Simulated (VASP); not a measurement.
# Ge (P6_3mc) in VASP: single point with PBE

Aim: the single point of Ge with PBE.

Program: VASP 6.6.1. These are calculated values, not measurements. Logs are shortened: lines on timing, memory, paths and dates and some standing lists are left out, and cuts for length are marked.

## 1. The cell of the first run

It takes space group P6_3mc (No. 186, hexagonal). Conventional cell: a = 3.966 Å, b = 3.966 Å, c = 10.434 Å, α = 90.00°, β = 90.00°, γ = 120.00°. Within 3.1 Å of Ge (site symmetry 3m) lie 3 Ge at 2.35 Å. Within 3.1 Å of Ge (site symmetry 3m) lie 3 Ge at 2.35 Å.

## 2. Single point, PBE (strained)

The input, INCAR:

```
PREC     = Accurate       # precision mode
ENCUT    = 520            # plane-wave cutoff, eV
EDIFF    = 1E-6           # SCF threshold, eV
ISMEAR   = 0              # smearing method
SIGMA    = 0.1            # smearing width, eV
LREAL    = False          # projectors in reciprocal space
LASPH    = True           # aspherical terms in the spheres
NELM     = 100            # most SCF steps
ALGO     = Normal         # electronic algorithm
ISIF     = 2              # what is computed and relaxed
LWAVE    = False          # write WAVECAR
LCHARG   = True           # write CHGCAR
GGA      = PE             # functional
LELF     = True           # ELF
LVHAR    = True         
NBANDS   = 36             # bands
```

The input, KPOINTS:

```
Automatic mesh
0
Gamma
  12 12 4
```

The input, POSCAR:

```
Ge
1.0
    3.9656700742      0.0000000000      0.0000000000
   -1.9828350371      3.4343710272      0.0000000000
    0.0000000000      0.0000000000     10.4335771597
Ge
4
Direct
    0.0000000000      0.0000000000      0.9719941595
    0.0000000000      0.0000000000      0.4719941595
    0.3333333300      0.6666666700      0.9203058405
    0.6666666700      0.3333333300      0.4203058405
```

Potentials or basis: VASP PAW PBE potentials, release 64 (Ge_d).

On the command line:

```bash
> cat potpaw_PBE.64/Ge_d/POTCAR > POTCAR
> mpirun -np 1 vasp_std > vasp.out
```

OUTCAR:

```text
PREC = Accurate
   ENCUT = 520
   EDIFF = 1E-6
   ISMEAR = 0
   LREAL = False
   LASPH = True
   NELM = 100
   ISIF = 2
   GGA = PE

 ion  position               nearest neighbor table
   1  0.000  0.000  0.972-   3 2.35   3 2.35   3 2.35
   2  0.000  0.000  0.472-   4 2.35   4 2.35   4 2.35
   3  0.333  0.667  0.920-   1 2.35   1 2.35   1 2.35
   4  0.667  0.333  0.420-   2 2.35   2 2.35   2 2.35

  LATTYP: Found a hexagonal cell.
 ALAT       =     3.9656700742
 C/A-ratio  =     2.6309745805

  Lattice vectors:

 A1 = (   3.9656700742,   0.0000000000,   0.0000000000)
 A2 = (  -1.9828350371,   3.4343710272,   0.0000000000)
 A3 = (   0.0000000000,   0.0000000000,  10.4335771597)

Analysis of symmetry for initial positions (statically):
=====================================================================
 Subroutine PRICEL returns:
 Original cell was already a primitive cell.

 Routine SETGRP: Setting up the symmetry group for a
 hexagonal supercell.

 Subroutine GETGRP returns: Found 12 space group operations
 (whereof  6 operations were pure point group operations)
 out of a pool of 24 trial point group operations.

The static configuration has the point symmetry C_3v.
 The point group associated with its full space group is C_6v.

Analysis of symmetry for dynamics (positions and initial velocities):
=====================================================================
 Subroutine PRICEL returns:
 Original cell was already a primitive cell.

 Routine SETGRP: Setting up the symmetry group for a
 hexagonal supercell.

 Subroutine GETGRP returns: Found 12 space group operations
 (whereof  6 operations were pure point group operations)
 out of a pool of 24 trial point group operations.

The dynamic configuration has the point symmetry C_3v.
 The point group associated with its full space group is C_6v.

 Subroutine INISYM returns: Found 12 space group operations
 (whereof  6 operations are pure point group operations),
 and found     1 'primitive' translations

----------------------------------------------------------------------------------------

                                     Primitive cell

  volume of cell :     142.1010

  direct lattice vectors                    reciprocal lattice vectors
     3.965670074  0.000000000  0.000000000     0.252164195  0.145587066  0.000000000
    -1.982835037  3.434371027  0.000000000     0.000000000  0.291174131  0.000000000
     0.000000000  0.000000000 10.433577160     0.000000000  0.000000000  0.095844405

  length of vectors
     3.965670074  3.965670074 10.433577160     0.291174131  0.291174131  0.095844405

  position of ions in fractional coordinates (direct lattice)
     0.000000000  0.000000000  0.971994159
     0.000000000  0.000000000  0.471994159
     0.333333330  0.666666670  0.920305840
     0.666666670  0.333333330  0.420305840

  ion indices of the primitive-cell ions
   primitive index   ion index
                 1           1
                 2           2
                 3           3
                 4           4

----------------------------------------------------------------------------------------

 KPOINTS: Automatic mesh

Automatic generation of k-mesh.
 Grid dimensions read from file:
 generate k-points for:   12   12    4

 Generating k-lattice:

  Cartesian coordinates                     Fractional coordinates (reciprocal lattice)
     0.021013683  0.012132255  0.000000000     0.083333333  0.000000000  0.000000000
     0.000000000  0.024264511  0.000000000     0.000000000  0.083333333  0.000000000
     0.000000000  0.000000000  0.023961101     0.000000000  0.000000000  0.250000000

  Length of vectors
     0.024264511  0.024264511  0.023961101

  Shift w.r.t. Gamma in fractional coordinates (k-lattice)
     0.000000000  0.000000000  0.000000000

 Subroutine IBZKPT returns following result:
 ===========================================

 Found     57 irreducible k-points:

 Following reciprocal coordinates:
            Coordinates               Weight
  0.000000  0.000000  0.000000      1.000000
  0.083333  0.000000  0.000000      6.000000
  0.166667  0.000000  0.000000      6.000000
  0.250000  0.000000  0.000000      6.000000
  0.333333  0.000000  0.000000      6.000000
  0.416667 -0.000000  0.000000      6.000000
[... 16 lines left out ...]
  0.250000  0.000000  0.250000     12.000000
  0.333333  0.000000  0.250000     12.000000
 [... further k-points ...]
   k-points           NKPTS =     57   k-points in BZ     NKDIM =     57   number of bands    NBANDS=     36
   number of dos      NEDOS =    301   number of ions     NIONS =      4
   total plane-waves  NPLWV =  72000
   dimension x,y,z NGX =    30 NGY =   30 NGZ =   80
   dimension x,y,z NGXF=    60 NGYF=   60 NGZF=  160
   ions per type =               4
   NGX,Y,Z   is equivalent  to a cutoff of  12.58, 12.58, 12.75 a.u.
   NGXF,Y,Z  is equivalent  to a cutoff of  25.15, 25.15, 25.49 a.u.
 SYSTEM =  unknown system
   PREC   = accura    normal or accurate (medium, high low for compatibility)
   ISTART =      0    job   : 0-new  1-cont  2-samecut
   ICHARG =      2    charge: 1-file 2-atom 10-const
   ISPIN  =      1    spin polarized calculation?
   LNONCOLLINEAR =      F non collinear calculations
   LSORBIT =      F    spin-orbit coupling
   LASPH  =      T    aspherical Exc in radial PAW
   ENCUT  =  520.0 eV  38.22 Ry    6.18 a.u.   7.37  7.37 19.40*2*pi/ulx,y,z
   NELM   =    100;   NELMIN=  2; NELMDL= -5     # of ELM steps
   EDIFF  = 0.1E-05   stopping-criterion for ELM
   LREAL  =      F    real-space projection
   EDIFFG = 0.1E-04   stopping-criterion for IOM
   NSW    =      0    number of steps for IOM
   IBRION =     -1    ionic relax: 0-MD 1-quasi-New 2-CG
   NFREE  =      0    steps in history (QN), initial steepest desc. (CG)
   ISIF   =      2    stress and relaxation
   ISYM   =      2    0-nonsym 1-usesym 2-fastsym
   POTIM  = 0.5000    time-step for ionic-motion
   TEBEG  =    0.0;   TEEND  =   0.0 temperature during run
   PSTRESS=    0.0 pullay stress
   NELECT =      56.0000    total number of electrons
   NUPDOWN=      -1.0000    fix difference up-down
   EMIN   =  10.00;   EMAX   =-10.00  energy-range for DOS
   EFERMI =   0.00;   METHOD = LEGACY
   ISMEAR =     0;   SIGMA  =   0.10  broadening in eV -4-tet -1-fermi 0-gaus
   EFERMI_NEDOS =   21; number of points for ismear=-14 and -15
   IALGO  =     38    algorithm
   IMIX   =      4    mixing-type and parameters
     AMIX     =   0.40;   BMIX     =  1.00
     AMIX_MAG =   1.60;   BMIX_MAG =  1.00
  volume/ion in A,a.u.               =      35.53       239.74
  Fermi-wavevector in a.u.,A,eV,Ry     =   1.200250  2.268144 19.600564  1.440601
  Thomas-Fermi vector in A             =   2.336091
   LORBIT       =      0    0 simple, 1 ext, 2 COOP (PROOUT), +10 PAW based schemes
   GGA     = PE    functional components
   LHFCALC =     F    Hartree Fock is set to
   AEXX    =    0.0000 exact exchange contribution
   IVDW    =     0    specifies the selected vdW correction
   LEPSILON=     F    determine dielectric tensor
   LRPA    =     F    only Hartree local field effects (RPA)
 non-spin polarized calculation
 Gauss-broadening in eV      SIGMA  =   0.10
  energy-cutoff  :      520.00
  volume of cell :      142.10
 maximum number of plane-waves:      3885
 NGX is ok and might be reduce to    30
   NGX = 15   NGY = 15   NGZ = 39

 number of electron      56.0000030 magnetization

 Free energy of the ion-electron system (eV)
  ---------------------------------------------------
  ext. energy  EPLUGINS =         0.00000000
  ---------------------------------------------------
  free energy    TOTEN  =       -16.05228638 eV

  energy without entropy =      -16.05031932  energy(sigma->0) =      -16.05130285

 E-fermi :   1.4496     XC(G=0):  -7.5345

 val. band max:        1.4443573711   @ k =   0.3333   0.3333   0.5000
 cond. band min:       1.4508405304   @ k =   0.3333   0.3333   0.2500
 fundamental gap:      0.0064831593
 Fermi energy:         1.4495910431

 k-point     1 :       0.0000    0.0000    0.0000
  band No.  band energies     occupation
      1     -23.2964      2.00000
      2     -23.2964      2.00000
      3     -23.2964      2.00000
      4     -23.2964      2.00000
      5     -23.2587      2.00000
      6     -23.2586      2.00000
[... 28 lines left out ...]
     35       5.2635      0.00000
     36       5.9625      0.00000

 k-point     2 :       0.0833    0.0000    0.0000
  band No.  band energies     occupation
      1     -23.3038      2.00000
      2     -23.3038      2.00000
      3     -23.3036      2.00000
      4     -23.3036      2.00000
      5     -23.2645      2.00000
      6     -23.2643      2.00000
[... 28 lines left out ...]
     35       5.5832      0.00000
     36       5.8604      0.00000

 k-point     3 :       0.1667    0.0000    0.0000
  band No.  band energies     occupation
      1     -23.3176      2.00000
      2     -23.3176      2.00000
      3     -23.3175      2.00000
      4     -23.3175      2.00000
      5     -23.2738      2.00000
      6     -23.2736      2.00000
[... 28 lines left out ...]
     35       6.3649      0.00000
     36       6.4089      0.00000
[... 742 lines left out ...]
 k-point    23 :       0.2500    0.0000    0.2500
  band No.  band energies     occupation
      1     -23.3307      2.00000
      2     -23.3307      2.00000
      3     -23.3297      2.00000
      4     -23.3297      2.00000
      5     -23.2847      2.00000
      6     -23.2846      2.00000
[... 28 lines left out ...]
     35       7.4237      0.00000
     36       7.4575      0.00000

 k-point    24 :       0.3333    0.0000    0.2500
  band No.  band energies     occupation
      1     -23.3408      2.00000
      2     -23.3408      2.00000
      3     -23.3376      2.00000
      4     -23.3376      2.00000
      5     -23.2955      2.00000
      6     -23.2954      2.00000
[... 28 lines left out ...]
     35       8.2816      0.00000
     36       8.5206      0.00000

 [... further k-points ...]

------------------------ aborting loop because EDIFF is reached ----------------------------------------

  FORCE on cell =-STRESS in cart. coord.  units (eV):
  Direction    XX          YY          ZZ          XY          YZ          ZX
  --------------------------------------------------------------------------------------
  -------------------------------------------------------------------------------------
  Total        3.3234418      3.3234418      0.3191847      0.0000000      0.0000000      0.0000000
  in kB       37.4715486     37.4715486      3.5987823      0.0000000      0.0000000      0.0000000
  external PRESSURE =      26.1806265 kB  Pullay stress =       0.0000000 kB

 VOLUME and BASIS-vectors are now :
 -----------------------------------------------------------------------------
  energy-cutoff  :      520.00
  volume of cell :      142.10
      direct lattice vectors                 reciprocal lattice vectors
     3.965670074  0.000000000  0.000000000     0.252164195  0.145587066  0.000000000
    -1.982835037  3.434371027  0.000000000     0.000000000  0.291174131  0.000000000
     0.000000000  0.000000000 10.433577160     0.000000000  0.000000000  0.095844405

 POSITION                                       TOTAL-FORCE (eV/Angst)
 -----------------------------------------------------------------------------------
      0.00000      0.00000     10.14138        -0.000000      0.000000      0.545027
      0.00000      0.00000      4.92459         0.000000     -0.000000      0.545027
     -0.00000      2.28958      9.60208         0.000000     -0.000000     -0.545027
      1.98284      1.14479      4.38529        -0.000000      0.000000     -0.545027
 -----------------------------------------------------------------------------------
    total drift:                               -0.000000     -0.000001     -0.003534

  FREE ENERGIE OF THE ION-ELECTRON SYSTEM (eV)
  ---------------------------------------------------
  free  energy   TOTEN  =       -16.0522863795 eV

  energy  without entropy=      -16.0503193206  energy(sigma->0) =      -16.05130285
```

It took 3.3 min on 1 thread of Intel Xeon Platinum 8375C at 2.90GHz (Ice Lake), shared host; peak memory 0.38 GiB.

What came out:

| Property | Result |
| --- | --- |
| Free energy | -16.0523 eV |
| Pressure | 2.6 GPa |
| Largest force | 0.545 eV/Å |
| Band gap on the k mesh | zero (bands 28 and 29 overlap by 0.01 eV) |

Forces on the atoms (eV/Å):
```
Ge   0.000  0.000  0.545
Ge   0.000  0.000  0.545
Ge   0.000  0.000 -0.545
Ge   0.000  0.000 -0.545
```

Caveat: the cell differs from its parent crystal (strained); semilocal functionals underestimate gaps, so a narrow gap can read as zero.
